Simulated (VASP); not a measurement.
Input of a VASP 6.6.1 run:

Contents of POSCAR:

```
Pt
1.0
    0.0000000000      1.9705765473      1.9705765473
    1.9705765473      0.0000000000      1.9705765473
    1.9705765473      1.9705765473      0.0000000000
Pt
1
Direct
    0.0000000000      0.0000000000      0.0000000000
```

INCAR.step1

```
PREC = Accurate
ENCUT = 520
ISMEAR = -1
SIGMA = 0.1
LREAL = False
LASPH = True
NELM = 100
NBANDS = 11
GGA = PE
ALGO = Normal
EDIFF = 1E-4
LWAVE = True
LCHARG = False
```

INCAR.step2

```
PREC = Accurate
ENCUT = 520
EDIFF = 1E-7
ISMEAR = -1
SIGMA = 0.1
LREAL = False
LASPH = True
NELM = 100
ALGO = Normal
ISIF = 2
LWAVE = False
LCHARG = False
METAGGA = R2SCAN
LMIXTAU = True
NBANDS = 11
ISTART = 1
```

Contents of KPOINTS:

```
regular mesh
0
Gamma
  14 14 14
```

Potentials or basis: VASP PAW PBE potentials, release 64 (Pt).

Run with:

```bash
$ cat potpaw_PBE.64/Pt/POTCAR > POTCAR
$ cp INCAR.step1 INCAR
$ mpirun -np 1 vasp_std > vasp.out
$ cp INCAR.step2 INCAR
$ mpirun -np 1 vasp_std > vasp.out
```

Problem. Predict the band gap on the k mesh.

Solution. Zero (band 5 reaches 11.25 eV, above the bottom of band 6 at 8.92 eV).

Problem. What does it give for the pressure?

Solution. 0.7 GPa.

Caveat: the PAW data sets were made with another functional, which shifts forces and pressure a little; spin-orbit coupling is left out, which moves the levels of the heavy elements.
